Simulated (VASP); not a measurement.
# Fe (Im-3m) in VASP: further runs

The runs below take Fe through relaxation of cell and atoms, single point, with PBEsol+D3(BJ), PBEsol+D4, LDA.

All numbers are computed with VASP 6.6.1; they aren't measurements. Logs are shortened: lines on timing, memory, paths and dates and some standing lists are left out, and cuts for length are marked.

## 1. The cell of the first run

The structure is cubic, space group Im-3m (No. 229). Conventional cell: a = 2.886 Å, b = 2.886 Å, c = 2.886 Å, α = 90.00°, β = 90.00°, γ = 90.00°. Fe (site symmetry m-3m) has 14 Fe at 2.50 to 2.89 Å within 3.3 Å.

## 2. Relaxation of cell and atoms, PBEsol+D3(BJ), collinear spin, ferromagnetic start

Input file INCAR:

```
SYSTEM = Fe
  ALGO = Normal
  EDIFF = 1E-6
  EDIFFG = -0.01
  ENCUT = 600
  GGA = PS
  IBRION = 2
  ISIF = 3
  ISMEAR = -1
  ISPIN = 2
  IVDW = 12
  LASPH = .True.
  LCHARG = .False.
  LMAXMIX = 4
  LORBIT = 11
  LREAL = .False.
  LWAVE = .False.
  MAGMOM = 3
  NELM = 150
  NSW = 60
  PREC = Accurate
  SIGMA = 0.05
```

Input file KPOINTS:

```
k-points
0
Gamma
  13 13 13
  0 0 0
```

Input file POSCAR:

```
Fe
1.0
   -1.4430000000      1.4430000000      1.4430000000
    1.4430000000     -1.4430000000      1.4430000000
    1.4430000000      1.4430000000     -1.4430000000
Fe
1
Direct
    0.0000000000      0.0000000000      0.0000000000
```

Potentials or basis: VASP PAW PBE potentials, release 64 (Fe).

Started as:

```console
$ cat potpaw_PBE.64/Fe/POTCAR > POTCAR
$ mpirun -np 1 vasp_std > vasp.out
```

OUTCAR:

```text
SYSTEM = Fe
   EDIFF = 1E-6
   EDIFFG = -0.01
   ENCUT = 600
   GGA = PS
   IBRION = 2
   ISIF = 3
   ISMEAR = -1
   ISPIN = 2
   IVDW = 12
   LASPH = .True.
   LORBIT = 11
   LREAL = .False.
   NELM = 150
   NSW = 60
   PREC = Accurate
 IVDW          = 12

 ion  position               nearest neighbor table
   1  0.000  0.000  0.000-

  LATTYP: Found a body centered cubic cell.
 ALAT       =     2.8860000000

  Lattice vectors:

 A1 = (  -1.4430000000,   1.4430000000,   1.4430000000)
 A2 = (   1.4430000000,  -1.4430000000,   1.4430000000)
 A3 = (   1.4430000000,   1.4430000000,  -1.4430000000)

Analysis of symmetry for initial positions (statically):
=====================================================================
 Subroutine PRICEL returns:
 Original cell was already a primitive cell.

 Routine SETGRP: Setting up the symmetry group for a
 body centered cubic supercell.

 Subroutine GETGRP returns: Found 48 space group operations
 (whereof 48 operations were pure point group operations)
 out of a pool of 48 trial point group operations.

The static configuration has the point symmetry O_h .

Analysis of symmetry for dynamics (positions and initial velocities):
=====================================================================
 Subroutine PRICEL returns:
 Original cell was already a primitive cell.

 Routine SETGRP: Setting up the symmetry group for a
 body centered cubic supercell.

 Subroutine GETGRP returns: Found 48 space group operations
 (whereof 48 operations were pure point group operations)
 out of a pool of 48 trial point group operations.

The dynamic configuration has the point symmetry O_h .

Analysis of structural, dynamic, and magnetic symmetry:
=====================================================================
 Subroutine PRICEL returns:
 Original cell was already a primitive cell.

 Routine SETGRP: Setting up the symmetry group for a
 body centered cubic supercell.

 Subroutine GETGRP returns: Found 48 space group operations
 (whereof 48 operations were pure point group operations)
 out of a pool of 48 trial point group operations.

The overall configuration has the point symmetry O_h .

 Subroutine INISYM returns: Found 48 space group operations
 (whereof 48 operations are pure point group operations),
 and found     1 'primitive' translations

----------------------------------------------------------------------------------------

                                     Primitive cell

  volume of cell :      12.0187

  direct lattice vectors                    reciprocal lattice vectors
    -1.443000000  1.443000000  1.443000000     0.000000000  0.346500347  0.346500347
     1.443000000 -1.443000000  1.443000000     0.346500347  0.000000000  0.346500347
     1.443000000  1.443000000 -1.443000000     0.346500347  0.346500347  0.000000000

  length of vectors
     2.499349315  2.499349315  2.499349315     0.490025489  0.490025489  0.490025489

  position of ions in fractional coordinates (direct lattice)
     0.000000000  0.000000000  0.000000000

  ion indices of the primitive-cell ions
   primitive index   ion index
                 1           1

----------------------------------------------------------------------------------------

 KPOINTS: k-points

Automatic generation of k-mesh.
 Grid dimensions read from file:
 generate k-points for:   13   13   13

 Generating k-lattice:

  Cartesian coordinates                     Fractional coordinates (reciprocal lattice)
     0.000000000  0.026653873  0.026653873     0.076923077  0.000000000  0.000000000
     0.026653873  0.000000000  0.026653873     0.000000000  0.076923077  0.000000000
     0.026653873  0.026653873  0.000000000     0.000000000  0.000000000  0.076923077

  Length of vectors
     0.037694268  0.037694268  0.037694268

  Shift w.r.t. Gamma in fractional coordinates (k-lattice)
     0.000000000  0.000000000  0.000000000

 Subroutine IBZKPT returns following result:
 ===========================================

 Found     84 irreducible k-points:

 Following reciprocal coordinates:
            Coordinates               Weight
  0.000000  0.000000  0.000000      1.000000
  0.076923  0.000000  0.000000     12.000000
  0.153846  0.000000  0.000000     12.000000
  0.230769  0.000000  0.000000     12.000000
  0.307692  0.000000  0.000000     12.000000
  0.384615  0.000000  0.000000     12.000000
[... 16 lines left out ...]
  0.153846  0.076923  0.076923     24.000000
  0.230769  0.076923  0.076923     24.000000
 [... further k-points ...]
   k-points           NKPTS =     84   k-points in BZ     NKDIM =     84   number of bands    NBANDS=     10
   number of dos      NEDOS =    301   number of ions     NIONS =      1
   total plane-waves  NPLWV =   8000
   dimension x,y,z NGX =    20 NGY =   20 NGZ =   20
   dimension x,y,z NGXF=    40 NGYF=   40 NGZF=   40
   ions per type =               1
   NGX,Y,Z   is equivalent  to a cutoff of  13.30, 13.30, 13.30 a.u.
   NGXF,Y,Z  is equivalent  to a cutoff of  26.61, 26.61, 26.61 a.u.
 SYSTEM =  Fe
   PREC   = accura    normal or accurate (medium, high low for compatibility)
   ISTART =      0    job   : 0-new  1-cont  2-samecut
   ICHARG =      2    charge: 1-file 2-atom 10-const
   ISPIN  =      2    spin polarized calculation?
   LNONCOLLINEAR =      F non collinear calculations
   LSORBIT =      F    spin-orbit coupling
   LASPH  =      T    aspherical Exc in radial PAW
   ENCUT  =  600.0 eV  44.10 Ry    6.64 a.u.   4.99  4.99  4.99*2*pi/ulx,y,z
   NELM   =    150;   NELMIN=  2; NELMDL= -5     # of ELM steps
   EDIFF  = 0.1E-05   stopping-criterion for ELM
   LREAL  =      F    real-space projection
   EDIFFG = -.1E-01   stopping-criterion for IOM
   NSW    =     60    number of steps for IOM
   IBRION =      2    ionic relax: 0-MD 1-quasi-New 2-CG
   NFREE  =      1    steps in history (QN), initial steepest desc. (CG)
   ISIF   =      3    stress and relaxation
   ISYM   =      2    0-nonsym 1-usesym 2-fastsym
   POTIM  = 0.5000    time-step for ionic-motion
   TEBEG  =    0.0;   TEEND  =   0.0 temperature during run
   PSTRESS=    0.0 pullay stress
   NELECT =       8.0000    total number of electrons
   NUPDOWN=      -1.0000    fix difference up-down
   EMIN   =  10.00;   EMAX   =-10.00  energy-range for DOS
   EFERMI =   0.00;   METHOD = LEGACY
   ISMEAR =    -1;   SIGMA  =   0.05  broadening in eV -4-tet -1-fermi 0-gaus
   EFERMI_NEDOS =   21; number of points for ismear=-14 and -15
   IALGO  =     38    algorithm
   IMIX   =      4    mixing-type and parameters
     AMIX     =   0.40;   BMIX     =  1.00
     AMIX_MAG =   1.60;   BMIX_MAG =  1.00
  volume/ion in A,a.u.               =      12.02        81.11
  Fermi-wavevector in a.u.,A,eV,Ry     =   1.429394  2.701162 27.798962  2.043166
  Thomas-Fermi vector in A             =   2.549352
   LORBIT       =     11    0 simple, 1 ext, 2 COOP (PROOUT), +10 PAW based schemes
   GGA     = PS    functional components
   LHFCALC =     F    Hartree Fock is set to
   AEXX    =    0.0000 exact exchange contribution
   IVDW    =    12    specifies the selected vdW correction
   LEPSILON=     F    determine dielectric tensor
   LRPA    =     F    only Hartree local field effects (RPA)
 conjugate gradient relaxation of ions
 spin polarized calculation
  energy-cutoff  :      600.00
  volume of cell :       12.02
 maximum number of plane-waves:       415
   NGX =  9   NGY =  9   NGZ =  9

--------------------------------------- Ionic step        1  -------------------------------------------

 number of electron       7.9999995 magnetization       2.2897236

 Free energy of the ion-electron system (eV)
  ---------------------------------------------------
  ext. energy  EPLUGINS =         0.00000000
  ---------------------------------------------------
  free energy    TOTEN  =        -8.84386685 eV

  energy without entropy =       -8.83351047  energy(sigma->0) =       -8.83868866

------------------------ aborting loop because EDIFF is reached ----------------------------------------

 Edisp (eV)   -0.31362

 E8    (eV) :    -0.2102

  FORCE on cell =-STRESS in cart. coord.  units (eV):
  Direction    XX          YY          ZZ          XY          YZ          ZX
  --------------------------------------------------------------------------------------
  -------------------------------------------------------------------------------------
  Total      -1.64239    -1.64239    -1.64239     0.00000     0.00000    -0.00000
  in kB    -218.94151  -218.94151  -218.94151     0.00000     0.00000    -0.00000
  external pressure =     -218.94 kB  Pullay stress =        0.00 kB
[... 215 lines left out ...]
  energy  without entropy=       -9.2676456117  energy(sigma->0) =       -9.27184073

--------------------------------------- Ionic step        7  -------------------------------------------

 number of electron       7.9999995 magnetization       2.0315474

 Free energy of the ion-electron system (eV)
  ---------------------------------------------------
  ext. energy  EPLUGINS =         0.00000000
  ---------------------------------------------------
  free energy    TOTEN  =        -8.91821176 eV

  energy without entropy =       -8.90989481  energy(sigma->0) =       -8.91405328

 E-fermi :   6.5450     XC(G=0): -13.7114

 val. band max:        6.5317793367   @ k =  -0.3846   0.4615   0.0769
 cond. band min:       6.5593891294   @ k =   0.4615   0.0769  -0.0000
 fundamental gap:      0.0276097927
 Fermi energy:         6.5450106813

 spin component 1

 k-point     1 :       0.0000    0.0000    0.0000
  band No.  band energies     occupation
      1      -2.4979      1.00000
      2       4.0319      1.00000
      3       4.0319      1.00000
      4       4.0319      1.00000
      5       5.4467      1.00000
      6       5.4467      1.00000
      7      32.1360      0.00000
      8      32.1360      0.00000
      9      32.1360      0.00000
     10      37.7452      0.00000
[... 287 lines left out ...]
 k-point    24 :       0.2308    0.0769    0.0769
  band No.  band energies     occupation
      1       1.0611      1.00000
      2       3.0871      1.00000
      3       3.5379      1.00000
      4       5.3906      1.00000
      5       5.5729      1.00000
      6       6.7585      0.01380
      7      20.6376      0.00000
      8      24.6576      0.00000
      9      27.0640      0.00000
     10      34.1732      0.00000

 [... further k-points ...]

 spin component 2

 k-point     1 :       0.0000    0.0000    0.0000
  band No.  band energies     occupation
      1      -2.2365      1.00000
      2       5.7905      1.00000
      3       5.7905      1.00000
      4       5.7906      1.00000
      5       7.9608      0.00000
      6       7.9609      0.00000
      7      32.0700      0.00000
      8      32.0700      0.00000
      9      32.0700      0.00000
     10      38.0745      0.00000
[... 287 lines left out ...]
 k-point    24 :       0.2308    0.0769    0.0769
  band No.  band energies     occupation
      1       1.5972      1.00000
      2       4.6855      1.00000
      3       4.9888      1.00000
      4       7.7653      0.00000
      5       8.1049      0.00000
      6       8.5717      0.00000
      7      21.4332      0.00000
      8      25.1323      0.00000
      9      27.7669      0.00000
     10      34.3414      0.00000

 [... further k-points ...]

------------------------ aborting loop because EDIFF is reached ----------------------------------------

 Edisp (eV)   -0.35786

 E8    (eV) :    -0.2398

  FORCE on cell =-STRESS in cart. coord.  units (eV):
  Direction    XX          YY          ZZ          XY          YZ          ZX
  --------------------------------------------------------------------------------------
  -------------------------------------------------------------------------------------
  Total       0.00085     0.00085     0.00085     0.00000    -0.00000     0.00000
  in kB       0.12988     0.12988     0.12988     0.00000    -0.00000     0.00000
  external pressure =        0.13 kB  Pullay stress =        0.00 kB
[... 16 lines left out ...]
  FREE ENERGIE OF THE ION-ELECTRON SYSTEM (eV)
  ---------------------------------------------------
  free  energy   TOTEN  =        -9.2760693200 eV

  energy  without entropy=       -9.2677523780  energy(sigma->0) =       -9.27191085

 reached required accuracy - stopping structural energy minimisation

 total charge

# of ion       s       p       d       tot
------------------------------------------
    1        0.523   0.614   6.304   7.442

 magnetization (x)

# of ion       s       p       d       tot
------------------------------------------
    1       -0.013  -0.051   2.073   2.010
```

Run time: 58 s. Hardware: 1 thread of AMD EPYC 9R45 (Zen 5), shared host; peak memory 0.13 GiB.

What came out:

- Free energy: -9.2761 eV
- Relaxed volume: 10.54 Å³/atom
- Relaxed cell: a = 2.392 Å, b = 2.392 Å, c = 2.392 Å, α = 109.47°, β = 109.47°, γ = 109.47°
- Space group after relaxing (to 0.05 Å): Im-3m (No. 229)
- Energy gained by relaxing: 118.6 meV/atom
- Ionic steps: 7
- Pressure after relaxing: 0.0 GPa
- Band gap on the k mesh: zero (filled and empty bands overlap)
- Net moment: 2.03 μB per cell
- Site moments: Fe +2.01 μB
- Valence electrons inside the program's atomic spheres: Fe 7.44
- Dispersion energy per atom: -0.358 eV

The path:
```tsv
step	energy change (eV)	largest force (eV/Å)	pressure (GPa)	volume (Å³)
1	0.0000	0.0000	-21.89	12.02
2	0.0059	0.0000	37.50	9.38
3	-0.1185	0.0000	-0.81	10.58
4	-0.1186	0.0000	-0.19	10.55
5	-0.1186	0.0000	0.46	10.52
6	-0.1186	0.0000	-0.45	10.56
7	-0.1186	0.0000	0.01	10.54
```

Final structure:
```
Fe
1.0
    -1.38119    1.38119    1.38119
     1.38119   -1.38119    1.38119
     1.38119    1.38119   -1.38119
Fe
1
Cartesian
  0.0000 0.0000 0.0000
```

Levels at points of the mesh, in eV from the Fermi level:
Spin up:
| k point | band 1 | band 2 | band 3 | band 4 | band 5 | band 6 | band 7 | band 8 | band 9 | band 10 |
| --- | --- | --- | --- | --- | --- | --- | --- | --- | --- | --- |
| (0.00, 0.00, 0.00) | -9.04 | -2.51 | -2.51 | -2.51 | -1.10 | -1.10 | 25.59 | 25.59 | 25.59 | 31.20 |
Spin down:
```csv
k point,band 1,band 2,band 3,band 4,band 5,band 6
"(0.00, 0.00, 0.00)",-8.78,-0.75,-0.75,-0.75,1.42,1.42
```

Caveat: the PAW data sets were made with another functional, which shifts forces and pressure a little; the volume moved by -12 % from the deposited cell, more than functionals usually miss; pairwise dispersion overbinds metals, which lowers pressure and volume.

## 3. Relaxation of cell and atoms, PBEsol+D4, collinear spin, ferromagnetic start

Input file INCAR:

```
SYSTEM = Fe
PREC = Accurate ; ENCUT = 600
EDIFF = 1E-7 ; ISMEAR = -1
SIGMA = 0.05 ; LREAL = .False.
LASPH = .True. ; NELM = 150
ALGO = Normal ; ISIF = 3
LWAVE = .False. ; LCHARG = .False.
ISPIN = 2 ; MAGMOM = 3
LORBIT = 11 ; LMAXMIX = 4
GGA = PS ; IVDW = 13
IBRION = 2 ; NSW = 60
EDIFFG = -0.01
```

Input file KPOINTS:

```
Automatic mesh
0
Gamma
  13 13 13
  0 0 0
```

POSCAR is that of step 2.

Potentials or basis: VASP PAW PBE potentials, release 64 (Fe).

Started as:

```console
$ cat potpaw_PBE.64/Fe/POTCAR > POTCAR
$ mpirun -np 1 vasp_std > vasp.out
```

OUTCAR:

```text
SYSTEM = Fe
   PREC = Accurate
   ENCUT = 600
   EDIFF = 1E-7
   ISMEAR = -1
   LREAL = .False.
   LASPH = .True.
   NELM = 150
   ISIF = 3
   ISPIN = 2
   LORBIT = 11
   GGA = PS
   IVDW = 13
   IBRION = 2
   NSW = 60
   EDIFFG = -0.01

 ion  position               nearest neighbor table
   1  0.000  0.000  0.000-

  LATTYP: Found a body centered cubic cell.
 ALAT       =     2.8860000000

  Lattice vectors:

 A1 = (  -1.4430000000,   1.4430000000,   1.4430000000)
 A2 = (   1.4430000000,  -1.4430000000,   1.4430000000)
 A3 = (   1.4430000000,   1.4430000000,  -1.4430000000)

Analysis of symmetry for initial positions (statically):
=====================================================================
 Subroutine PRICEL returns:
 Original cell was already a primitive cell.

 Routine SETGRP: Setting up the symmetry group for a
 body centered cubic supercell.

[... 353 lines left out ...]
 k-point     1 :       0.0000    0.0000    0.0000
  band No.  band energies     occupation
      1      -2.5524      1.00000
      2       3.9335      1.00000
      3       3.9335      1.00000
      4       3.9335      1.00000
      5       5.3217      1.00000
      6       5.3217      1.00000
      7      31.9076      0.00000
      8      31.9076      0.00000
      9      31.9076      0.00000
     10      37.4389      0.00000
[... 287 lines left out ...]
 k-point    24 :       0.2308    0.0769    0.0769
  band No.  band energies     occupation
      1       0.9872      1.00000
      2       3.0051      1.00000
      3       3.4466      1.00000
      4       5.2669      1.00000
      5       5.4450      1.00000
      6       6.6174      0.01712
      7      20.3972      0.00000
      8      24.4208      0.00000
      9      26.7541      0.00000
     10      33.9037      0.00000

 [... further k-points ...]

 spin component 2

 k-point     1 :       0.0000    0.0000    0.0000
  band No.  band energies     occupation
      1      -2.2929      1.00000
      2       5.7078      1.00000
      3       5.7079      1.00000
      4       5.7079      1.00000
      5       7.8526      0.00000
      6       7.8527      0.00000
      7      31.8366      0.00000
      8      31.8366      0.00000
      9      31.8366      0.00000
     10      37.7653      0.00000
[... 331 lines left out ...]
  FREE ENERGIE OF THE ION-ELECTRON SYSTEM (eV)
  ---------------------------------------------------
  free  energy   TOTEN  =        -9.1368831534 eV

  energy  without entropy=       -9.1282524458  energy(sigma->0) =       -9.13256780

 reached required accuracy - stopping structural energy minimisation

 total charge

# of ion       s       p       d       tot
------------------------------------------
    1        0.518   0.604   6.294   7.416

 magnetization (x)

# of ion       s       p       d       tot
------------------------------------------
    1       -0.013  -0.051   2.092   2.028
```

CONTCAR:

```text
Fe
   1.00000000000000
    -1.3862336412706444    1.3862336412706444    1.3862336412706444
     1.3862336412706444   -1.3862336412706444    1.3862336412706444
     1.3862336412706444    1.3862336412706444   -1.3862336412706444
  Fe
     1
Direct
     0.0000000000000000    0.0000000000000000    0.0000000000000000

  0.00000000E+00  0.00000000E+00  0.00000000E+00
```

Wall time 60 s (1 thread of AMD EPYC 9R45 (Zen 5), shared host); peak memory 0.12 GiB.

Results:

| Item | Value |
| --- | --- |
| Free energy | -9.1369 eV |
| Relaxed volume | 10.66 Å³/atom |
| Relaxed cell | a = 2.401 Å, b = 2.401 Å, c = 2.401 Å, α = 109.47°, β = 109.47°, γ = 109.47° |
| Space group after relaxing (to 0.05 Å) | Im-3m (No. 229) |
| Energy gained by relaxing | 100.0 meV/atom |
| Ionic steps | 5 |
| Pressure after relaxing | -0.1 GPa |
| Net moment | 2.05 μB per cell |
| Site moments | Fe +2.03 μB |
| Valence electrons inside the program's atomic spheres | Fe 7.42 |
| Dispersion energy per atom | -0.216 eV |

The path:
| step | energy change (eV) | largest force (eV/Å) | pressure (GPa) | volume (Å³) |
| --- | --- | --- | --- | --- |
| 1 | 0.0000 | 0.0000 | -19.82 | 12.02 |
| 2 | -0.0067 | 0.0000 | 31.70 | 9.61 |
| 3 | -0.1000 | 0.0000 | -0.37 | 10.67 |
| 4 | -0.1000 | 0.0000 | 0.16 | 10.64 |
| 5 | -0.1000 | 0.0000 | -0.13 | 10.66 |

Final structure:
```
Fe
1.0
    -1.38623    1.38623    1.38623
     1.38623   -1.38623    1.38623
     1.38623    1.38623   -1.38623
Fe
1
Direct
  0.00000 0.00000 0.00000
```

Levels at points of the mesh, in eV from the Fermi level:
Spin up:
```csv
k point,band 1,band 2,band 3,band 4,band 5,band 6,band 7,band 8,band 9,band 10
"(0.00, 0.00, 0.00)",-8.97,-2.48,-2.48,-2.48,-1.09,-1.09,25.49,25.49,25.49,31.02
```
Spin down:
```csv
k point,band 1,band 2,band 3,band 4,band 5,band 6
"(0.00, 0.00, 0.00)",-8.71,-0.71,-0.71,-0.71,1.44,1.44
```

Caveat: the PAW data sets were made with another functional, which shifts forces and pressure a little; the volume moved by -11 % from the deposited cell, more than functionals usually miss; pairwise dispersion overbinds metals, which lowers pressure and volume.

(Continued in part 2 of 2.)
